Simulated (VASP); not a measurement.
Sn5As3:

```
CELL_PARAMETERS angstrom
3.70733 0.00000 0.00000
0.00000 3.70733 0.00000
0.00000 0.00000 14.68046
ATOMIC_POSITIONS crystal
Sn 0.00000 0.00000 0.87323
Sn 0.00000 0.00000 0.12677
Sn 0.00000 0.00000 0.37484
Sn 0.00000 0.00000 0.62516
Sn 0.50000 0.50000 0.00000
As 0.50000 0.50000 0.24994
As 0.50000 0.50000 0.50000
As 0.50000 0.50000 0.75006
```

The cell was generated, and may not be a known phase.

| Property | Result |
| --- | --- |
| Program | VASP 6.6.1 |
| Task | relaxation of cell and atoms |
| Functional | PBE |
| Potentials or basis | VASP PAW PBE potentials, release 64 (Sn_d, As) |
| Cutoff | 600 eV |
| k mesh | 4 × 4 × 1 |
| Occupations | gaussian, width 0.2 eV |
| Spin | no spin polarisation |

At the start: pressure -2.0 GPa; volume 25.22 Å³/atom.

Q: Where does the relaxation end?

A: Over 12 steps the energy falls by 44.8 meV/atom and the volume is 24.51 Å³/atom (-2.8 %); space group P4/mmm (No. 123, to 0.1 Å) before and after.

The path:
| step | energy change (eV) | largest force (eV/Å) | pressure (GPa) | volume (Å³) |
| --- | --- | --- | --- | --- |
| 1 | 0.0000 | 0.8051 | -2.00 | 201.77 |
| 2 | -0.1185 | 0.7831 | 0.32 | 192.70 |
| 3 | -0.1254 | 0.7605 | 1.16 | 189.97 |
| 4 | -0.2105 | 0.5541 | 1.10 | 190.35 |
| 5 | -0.2784 | 0.1676 | 1.32 | 190.98 |
| 6 | -0.2935 | 0.1645 | -0.95 | 198.82 |
| 7 | -0.3009 | 0.1360 | -0.17 | 195.86 |
| 8 | -0.3106 | 0.1282 | -0.20 | 195.91 |
| 9 | -0.3393 | 0.1124 | -0.20 | 196.03 |
| 10 | -0.3534 | 0.0523 | 0.09 | 196.12 |
| 11 | -0.3572 | 0.0831 | -0.09 | 196.11 |
| 12 | -0.3580 | 0.0790 | -0.06 | 196.11 |

Final structure:
```
Sn As
1.0
     3.63654    0.00000    0.00000
     0.00000    3.63654    0.00000
     0.00000    0.00000   14.82953
Sn As
5 3
Direct
  0.00000 0.00000 0.85223
  0.00000 0.00000 0.14777
  0.00000 0.00000 0.37849
  0.00000 0.00000 0.62151
  0.50000 0.50000 0.00000
  0.50000 0.50000 0.24355
  0.50000 0.50000 0.50000
  0.50000 0.50000 0.75645
```

Caveat: the k points lie up to 0.43 Å⁻¹ apart in the final cell, too coarse for converged energies and pressures of a metal; the relaxation stopped at a loose force limit of 0.08 eV/Å, so its end isn't a converged minimum.
